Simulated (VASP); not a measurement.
Write the native input for VASP 6.6.1 that does the following.

- Task: single point
- Functional: r2SCAN
- Potentials or basis: VASP PAW PBE potentials, release 64 (Li_sv, Cl)
- Cutoff: 520 eV
- k mesh: 8 × 8 × 8
- Occupations: gaussian, width 0.01 eV
- Spin: no spin polarisation
- Dipole correction: no
- Further INCAR settings: ALGO = Normal; EDIFF = 1e-06; NBANDS = 12

LiCl:

```xyz
2
Lattice="0.0000 2.7330 2.8727 2.7330 0.0000 2.8727 2.7330 2.7330 0.0000" Properties=species:S:1:pos:R:3 pbc="T T T"
Li    0.0000    0.0000    0.0000
Cl    1.3665    1.3665    1.4364
```

This cell differs from its parent crystal: uniaxial z strain +5.1%.

The input as run:

POSCAR

```
LiCl
1.0
    0.0000000000      2.7330425468      2.8727010210
    2.7330425468      0.0000000000      2.8727010210
    2.7330425468      2.7330425468      0.0000000000
Li Cl
1 1
Direct
    0.0000000000      0.0000000000      0.0000000000
    0.2500000000      0.2500000000      0.2500000000
```

INCAR.step1

```
ALGO     = Normal         # electronic algorithm
EDIFF    = 1E-4           # SCF threshold, eV
ENCUT    = 520            # plane-wave cutoff, eV
GGA      = PE             # functional
ISMEAR   = 0              # smearing method
LASPH    = T              # aspherical terms in the spheres
LCHARG   = F              # write CHGCAR
LREAL    = F              # projectors in reciprocal space
LWAVE    = T              # write WAVECAR
NBANDS   = 12             # bands
NELM     = 100            # most SCF steps
PREC     = Accurate       # precision mode
SIGMA    = 0.01           # smearing width, eV
```

INCAR.step2

```
ALGO     = Normal         # electronic algorithm
EDIFF    = 1E-6           # SCF threshold, eV
ENCUT    = 520            # plane-wave cutoff, eV
ISIF     = 2              # what is computed and relaxed
ISMEAR   = 0              # smearing method
ISTART   = 1            
LASPH    = T              # aspherical terms in the spheres
LCHARG   = F              # write CHGCAR
LMIXTAU  = T            
LREAL    = F              # projectors in reciprocal space
LWAVE    = F              # write WAVECAR
METAGGA  = R2SCAN         # meta-GGA
NBANDS   = 12             # bands
NELM     = 100            # most SCF steps
PREC     = Accurate       # precision mode
SIGMA    = 0.01           # smearing width, eV
```

KPOINTS

```
k-points
0
Gamma
  8 8 8
```

Potentials or basis: VASP PAW PBE potentials, release 64 (Li_sv, Cl).

Command:

```sh
$ cat potpaw_PBE.64/Li_sv/POTCAR potpaw_PBE.64/Cl/POTCAR > POTCAR
$ cp INCAR.step1 INCAR
$ mpirun -np 1 vasp_std > vasp.out
$ cp INCAR.step2 INCAR
$ mpirun -np 1 vasp_std > vasp.out
```

It gave:

| Property | Result |
| --- | --- |
| Band gap on the k mesh | 6.54 eV, direct |

Caveat: the cell differs from its parent crystal (uniaxial z strain +5.1%).

Run time: 63 s on 1 thread of Intel(R) Xeon(R) 6975P-C (Granite Rapids), on a shared host, peak memory 0.17 GiB.
